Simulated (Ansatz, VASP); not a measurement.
## Sc2GaN3: VASP beside Ansatz

```
Sc Ga N
1.0
     1.66159    0.95932    8.26404
    -1.66159    0.95932    8.26404
     0.00000   -1.91864    8.26404
Sc Ga N
2 1 3
Direct
  0.28103 0.28103 0.28103
  0.71897 0.71897 0.71897
  0.50000 0.50000 0.50000
  0.42912 0.42912 0.42912
  0.57088 0.57088 0.57088
  0.00000 0.00000 0.00000
```

Alike in both runs: functional PBE; k mesh 3 × 3 × 3; occupations gaussian, width 0.15 eV; no spin polarisation.

Ansatz relaxed the structure, and its values are those at the end. VASP's run is a single point on that final structure, the one shown.

|  | VASP | Ansatz |
| --- | --- | --- |
| version | VASP 6.6.1 | Ansatz 0.2.0 |
| potentials or method | VASP PAW PBE potentials, release 64 (Sc_sv, Ga_d, N), cutoff 600 eV | scalar-relativistic, plane waves, PAW |
| valence electrons in the cell | 50 | 50 |

VASP gave:

* gap on the k mesh at the Fermi level (eV): 0.75
* least direct gap on the mesh (eV): 1.28
* pressure (GPa): 0.4
* rms of the force components (eV/Å): 0.043

Q: Which values does Ansatz return?

A: gap on the k mesh at the Fermi level (eV): 0.77; least direct gap on the mesh (eV): 1.30; pressure (GPa): 0.1; rms of the force components (eV/Å): 0.014.

The k mesh is coarse, so the values compare programs but aren't converged.
